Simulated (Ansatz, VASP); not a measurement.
**One calculation of KScSe2, two programs**

INCAR

```
SYSTEM = KScSe2
PREC     = Accurate       ! precision mode
ENCUT    = 520            ! plane-wave cutoff, eV
EDIFF    = 1E-6           ! SCF threshold, eV
ISMEAR   = 0              ! smearing method
SIGMA    = 0.01           ! smearing width, eV
LREAL    = .FALSE.        ! projectors in reciprocal space
LASPH    = .TRUE.         ! aspherical terms in the spheres
NELM     = 60             ! most SCF steps
ALGO     = Normal         ! electronic algorithm
ISIF     = 2              ! what is computed and relaxed
LWAVE    = .FALSE.        ! write WAVECAR
LCHARG   = .FALSE.        ! write CHGCAR
GGA      = PE             ! functional
NBANDS   = 42             ! bands
```

The input KPOINTS:

```
regular mesh
0
G
  6 4 2
  0 0 0
```

POSCAR

```
KScSe2
1.0
    3.8915738695      0.0000000000      0.0000000000
    0.0000000000      5.8704358331      0.0000000000
    0.0000000000      0.0000000000      9.0934003318
K Se Sc
2 4 2
Direct
    0.0000000000      0.0000000000      0.8918243125
    0.5000000000      0.5000000000      0.1081756875
    0.0000000000      0.5000000000      0.8082447932
    0.5000000000      0.0000000000      0.1917552068
    0.0000000000      0.5000000000      0.4060193436
    0.5000000000      0.0000000000      0.5939806564
    0.0000000000      0.0000000000      0.3873383417
    0.5000000000      0.5000000000      0.6126616583
```

Input for Ansatz:

```yaml
crystal:
  lattice:
    - [3.8915738695, 0.0, 0.0]
    - [0.0, 5.8704358331, 0.0]
    - [0.0, 0.0, 9.0934003318]
  atoms:
    - { symbol: K, position: [0.0, 0.0, 0.8918243125] }
    - { symbol: Se, position: [0.0, 0.5, 0.8082447932] }
    - { symbol: K, position: [0.5, 0.5, 0.1081756875] }
    - { symbol: Se, position: [0.5, 0.0, 0.1917552068] }
    - { symbol: Sc, position: [0.0, 0.0, 0.3873383417] }
    - { symbol: Se, position: [0.0, 0.5, 0.4060193436] }
    - { symbol: Sc, position: [0.5, 0.5, 0.6126616583] }
    - { symbol: Se, position: [0.5, 0.0, 0.5939806564] }
kpoints:
  mp_grid: { grid: [6, 4, 2] }
hamiltonian:
  xc: pbe
scf:
  occupations: { method: fixed }
  n_extra_bands: 6
output:
  forces: true
  stress: true
  eigenvalues: true
```

Alike in both runs: task single point; functional PBE; k mesh 6 × 4 × 2; no spin polarisation.

|  | VASP | Ansatz |
| --- | --- | --- |
| version | VASP 6.6.1 | Ansatz 0.2.0 |
| potentials or method | VASP PAW PBE potentials, release 64 (K_sv, Se, Sc_sv) | plane waves, PAW |
| plane-wave cutoff (eV) | 520 | 420 |
| occupations | gaussian, width 0.01 eV | fixed |
| valence electrons in the cell | 64 | 104 |

```tsv
	VASP	Ansatz	Ansatz less VASP
gap on the k mesh at the Fermi level (eV)	1.32	1.33	+0.011
pressure (GPa)	1.7	1.5	-0.16
rms of the force components (eV/Å)	0.073	0.066	-0.0068
```

VASP's potentials hold 64 valence electrons a cell and Ansatz's 104, so a difference there can come from the potentials and not from the codes.
